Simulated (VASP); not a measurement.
Input of a VASP 6.6.1 run:

The input INCAR:

```
ALGO     = Normal         # electronic algorithm
EDIFF    = 1E-7           # SCF threshold, eV
ENCUT    = 520            # plane-wave cutoff, eV
GGA      = PE             # functional
ISIF     = 2              # what is computed and relaxed
ISMEAR   = -1             # smearing method
LASPH    = T              # aspherical terms in the spheres
LCHARG   = T              # write CHGCAR
LELF     = T              # ELF
LREAL    = F              # projectors in reciprocal space
LVHAR    = T            
LWAVE    = F              # write WAVECAR
NBANDS   = 10             # bands
NELM     = 100            # most SCF steps
PREC     = Accurate       # precision mode
SIGMA    = 0.05           # smearing width, eV
```

File KPOINTS:

```
k-points
0
Gamma
  17 17 17
```

POSCAR

```
Re
1.0
    0.0000000000      1.6509830384      1.6509830384
    1.6509830384      0.0000000000      1.6509830384
    1.6509830384      1.6509830384      0.0000000000
Re
1
Direct
    0.0000000000      0.0000000000      0.0000000000
```

Potentials or basis: VASP PAW PBE potentials, release 64 (Re).

Run with:

```bash
$ cat potpaw_PBE.64/Re/POTCAR > POTCAR
$ mpirun -np 1 vasp_std > vasp.out
```

Predict the pressure.

556.2 GPa.
